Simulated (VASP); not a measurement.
Rh:

```
Rh
1.0
     0.00000    1.91042    1.91042
     1.91042    0.00000    1.91042
     1.91042    1.91042    0.00000
Rh
1
Direct
  0.00000 0.00000 0.00000
```

Base run:

| Quantity | Value |
| --- | --- |
| Program | VASP 6.6.1 |
| Functional | revPBE |
| Potentials or basis | VASP PAW PBE potentials, release 64 (Rh_pv) |
| Cutoff | 520 eV |
| k mesh | 12 × 12 × 12 |
| Occupations | fermi-dirac, width 0.05 eV |
| Spin | no spin polarisation |

Its results: pressure 5.2 GPa.

Q: After a change of settings the same cell gave: pressure 1.7 GPa. Which change was it?
A. functional from revPBE to PBE; further incar settings from ALGO = Normal; EDIFF = 1e-06; NBANDS = 14 to ALGO = Fast; EDIFF = 1e-07; NBANDS = 14
B. functional from revPBE to PBEsol
C. functional from revPBE to r2SCAN; potentials or basis from VASP PAW PBE potentials, release 64 (Rh_pv) to VASP PAW PBE potentials, release 64 (Rh_sv_GW); cutoff from 520 eV to 580 eV; valence electrons from 15 to 17
D. functional from revPBE to LDA; potentials or basis from VASP PAW PBE potentials, release 64 (Rh_pv) to VASP PAW LDA potentials, release 64 (Rh_pv)

A: A.

Caveats: the PAW data sets were made with another functional, which shifts forces and pressure a little (some runs).
